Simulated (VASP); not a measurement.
Set up this calculation in VASP 6.6.1, as the native input.

```
Task                   : single point
Functional             : PBE
Potentials or basis    : VASP PAW PBE potentials, release 64 (Ca_sv, O)
Cutoff                 : 520 eV
k mesh                 : 3 × 3 × 3
Occupations            : fermi-dirac, width 0.112 eV
Spin                   : no spin polarisation
Dipole correction      : no
Further INCAR settings : LREAL = Auto; ALGO = Normal; EDIFF = 1e-06; NBANDS = 78
```

The structure of CaO lies in POSCAR:

```
CaO
1.0
    6.6398732697      0.0000000000      0.0000000000
   -3.3199366349      5.7502989295      0.0000000000
    0.0000000000      0.0000000000      5.8143085363
Ca O
8 8
Direct
    0.0225134537      0.0153983299     -0.0035108216
   -0.0110164241     -0.0161294223      0.5052946505
    0.0155092697      0.5153118188     -0.0168769854
   -0.0188961488      0.4694975049      0.4676177714
    0.5274616023      0.0432301004      0.0560221388
    0.4771252708     -0.0298483613      0.5555575491
    0.5107358360      0.5305092896     -0.0343643614
    0.4976708060      0.4890846606      0.4742964675
    0.1759848555      0.3504476941      0.2211234564
    0.3340257937      0.1602888843      0.7710696761
    0.1539919234      0.8170724788      0.2656692520
    0.3052710368      0.6394215405      0.7317616486
    0.6761602500      0.3611106180      0.2509646660
    0.8192492785      0.1654496595      0.7429015803
    0.6559058722      0.8232777214      0.2545394677
    0.8265456603      0.6402105430      0.7518596533
```

The input as run:

INCAR

```
PREC = Accurate
ENCUT = 520
EDIFF = 1E-6
ISMEAR = -1
SIGMA = 0.112
LREAL = Auto
LASPH = T
NELM = 80
ALGO = Normal
ISIF = 2
LWAVE = F
LCHARG = F
GGA = PE
NBANDS = 78
```

KPOINTS

```
Automatic mesh
0
Gamma
  3 3 3
```

Potentials or basis: VASP PAW PBE potentials, release 64 (Ca_sv, O).

The run is started by

```bash
$ cat potpaw_PBE.64/Ca_sv/POTCAR potpaw_PBE.64/O/POTCAR > POTCAR
$ mpirun -np 1 vasp_std > vasp.out
```

It gave:

```yaml
Pressure: 6.1 GPa
Largest_force: 1.527 eV/Å
Band_gap_on_the_k_mesh: 3.89 eV
```

Caveat: the cell stands under pressure; forces of over 1 eV/Å act on the atoms, so gaps and moduli don't describe the material at rest.

Wall time 9.2 min on 1 thread of Intel(R) Xeon(R) Platinum 8488C (Sapphire Rapids), on a shared host, peak memory 0.41 GiB.
